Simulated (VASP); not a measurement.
Al12H, 13 atoms in the cell. The cell holds a slab with vacuum, 13 atoms: a = 5.714 Å, b = 5.714 Å, c = 20.102 Å, α = 90.00°, β = 90.00°, γ = 120.00°. 

* Program: VASP 6.6.1
* Task: relaxation of the atoms
* Functional: PBE
* Potentials or basis: VASP PAW PBE potentials, release 64 (Al, H)
* Cutoff: 520 eV
* k mesh: 6 × 6 × 1
* Occupations: gaussian, width 0.1 eV
* Spin: no spin polarisation
* Dipole correction: yes
* Atoms held fixed (from 0): [0, 1, 2, 3, 4, 5, 6, 7, 8, 9, 10, 11]
* Further INCAR settings: ALGO = Fast; EDIFF = 1e-07; IBRION = 2; EDIFFG = -0.025; NSW = 36
* Atoms held along some axes (from 0): atom 12 along a and b

Potentials or basis: VASP PAW PBE potentials, release 64 (Al, H).

Command:

```sh
$ cat potpaw_PBE.64/Al/POTCAR potpaw_PBE.64/H/POTCAR > POTCAR
$ mpirun -np 1 vasp_std > vasp.out
```

Hardware: 1 thread of Oxide Virtual Turin-like Processor, with other jobs on the host.

**Question.** How long does it take, and how much memory?

**Answer.** Run time: 27 min on 1 thread of Oxide Virtual Turin-like Processor, on a shared host, peak memory 0.64 GiB. Counts: scf iterations 74, k points 13, ion steps 4.
